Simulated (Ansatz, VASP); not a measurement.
# Two plane-wave programs on SnPb5Se6

```
Sn Pb Se
1.0
     4.37646   -0.00002   -0.00039
    -0.00021    4.39160    0.00133
    -0.00168    0.00541   18.58041
Sn Pb Se
1 5 6
Direct
  0.00049 0.97430 0.99900
  0.50057 0.49454 0.83360
  0.00033 0.99477 0.66617
  0.50019 0.49757 0.49966
  0.00149 0.99672 0.33147
  0.50153 0.49775 0.16570
  0.99922 0.00190 0.83764
  0.49919 0.50360 0.66749
  0.99900 0.00329 0.50087
  0.49883 0.50452 0.33335
  0.99965 0.00311 0.16488
  0.49951 0.52793 0.00017
```

Change from the starting cell: cell x1, atoms moved at random (sigma 0.15 Å) and cell strained at random (1.5 %), then relaxed without symmetry.

Alike in both runs: functional PBE; k mesh 6 × 6 × 2; occupations gaussian, width 0.2 eV; no spin polarisation.

Ansatz relaxed the structure, and its values are those at the end. VASP's run is a single point on that final structure, the one shown.

|  | VASP | Ansatz |
| --- | --- | --- |
| version | VASP 6.6.1 | Ansatz 0.2.0 |
| potentials or method | VASP PAW PBE potentials, release 64 (Sn_d, Pb_d, Se), cutoff 520 eV | scalar-relativistic, plane waves, PAW |
| valence electrons in the cell | 120 | 180 |

|  | VASP | Ansatz | Ansatz less VASP |
| --- | --- | --- | --- |
| gap on the k mesh at the Fermi level (eV) | 0.11 | 0.11 | 0.000 |
| least direct gap on the mesh (eV) | 0.11 | 0.11 | 0.000 |
| pressure (GPa) | 0.0 | 0.0 | +0.02 |
| rms of the force components (eV/Å) | 0.008 | 0.008 | 0.0000 |

VASP's potentials hold 120 valence electrons a cell and Ansatz's 180, so a difference there can come from the potentials and not from the codes.

Spin-orbit coupling is off throughout.
